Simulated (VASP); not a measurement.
Write the native input for VASP 6.6.1 that does the following.

* Task: single point
* Functional: PBE
* Potentials or basis: VASP PAW PBE potentials, release 64 (Sc_sv, Al)
* Cutoff: 520 eV
* k mesh: 6 × 6 × 4
* Occupations: gaussian, width 0.1 eV
* Spin: no spin polarisation
* Dipole correction: no
* Further INCAR settings: ALGO = Fast; EDIFF = 1e-06; NBANDS = 18

The structure of ScAl3 lies in POSCAR:

```
ScAl3
1.0
    4.1533624500      0.0000000000      0.0000000000
   -2.0766812200      3.5969173900      0.0000000000
    0.0000000000      0.0000000000      5.0621087200
Sc Al
1 3
Direct
    0.3333333300      0.6666666700      0.1470804700
    0.4820595600      0.5179404400      0.7628967000
    0.4820595600      0.9641191300      0.7628967000
    0.0358808700      0.5179404400      0.7628967000
```

The input as run:

INCAR

```
  PREC = Accurate
  ENCUT = 520
  EDIFF = 1E-6
  ISMEAR = 0
  SIGMA = 0.1
  LREAL = False
  LASPH = True
  NELM = 100
  ALGO = Fast
  ISIF = 2
  LWAVE = False
  LCHARG = False
  GGA = PE
  NBANDS = 18
```

KPOINTS

```
regular mesh
0
Gamma
  6 6 4
```

Potentials or basis: VASP PAW PBE potentials, release 64 (Sc_sv, Al).

Run with:

```sh
$ cat potpaw_PBE.64/Sc_sv/POTCAR potpaw_PBE.64/Al/POTCAR > POTCAR
$ mpirun -np 1 vasp_std > vasp.out
```

Results of the run:

```json
{
  "Pressure": "75.3 GPa",
  "Largest force": "18.502 eV/Å",
  "Band gap on the k mesh": "zero (filled and empty bands touch)"
}
```

Caveat: forces of over 1 eV/Å act on the atoms, so gaps and moduli don't describe the material at rest.

It took 31 s on 1 thread of AMD EPYC 9R45 96-Core Processor (Zen 5), with other jobs on the host, peak memory 0.17 GiB.
